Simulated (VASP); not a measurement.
KI: electric field gradients with PBEsol

Crystal: KI.

```xyz
2
Lattice="0.0000 3.5937 3.5937 3.5937 0.0000 3.5937 3.5937 3.5937 0.0000" Properties=species:S:1:pos:R:3 pbc="T T T"
K     0.0000    0.0000    0.0000
I     3.5937    3.5937    3.5937
```

This cell differs from its parent crystal: volume scaled by 1.06.

```json
{
  "Program": "VASP 6.6.1",
  "Task": "electric field gradients",
  "Functional": "PBEsol",
  "Potentials or basis": "VASP PAW PBE potentials, release 64 (K_sv, I)",
  "Cutoff": "520 eV",
  "k mesh": "8 × 8 × 8",
  "Occupations": "fermi-dirac, width 0.01 eV",
  "Spin": "no spin polarisation",
  "Dipole correction": "no",
  "Further INCAR settings": "ALGO = Normal; EDIFF = 1e-08; NBANDS = 15"
}
```

The pressure is -0.7 GPa and the band gap on the k mesh is 3.71 eV, direct.

Levels at points of the mesh, in eV from the valence-band top:
```csv
k point,band 6,band 7,band 8,band 9,band 10,band 11
"(0.00, 0.00, 0.00)",0.00,0.00,0.00,3.71,6.45,6.45
"(0.50, 0.00, 0.00)",-1.23,-0.30,-0.30,5.34,7.45,7.96
"(0.50, 0.50, 0.00)",-0.94,-0.34,-0.34,4.91,5.56,8.02
```

Wall time 45 s on 1 thread of Intel(R) Xeon(R) Platinum 8259CL CPU @ 2.50GHz (Skylake/Cascade Lake), with other jobs on the host, peak memory 0.25 GiB.

Caveat: without QUAD_EFG the Cq values of the log hold for a quadrupole moment of 1 mb, not for the nuclei; the PAW data sets were made with another functional, which shifts forces and pressure a little; spin-orbit coupling is left out, which moves the levels of the heavy elements. A k mesh can miss the band edges.
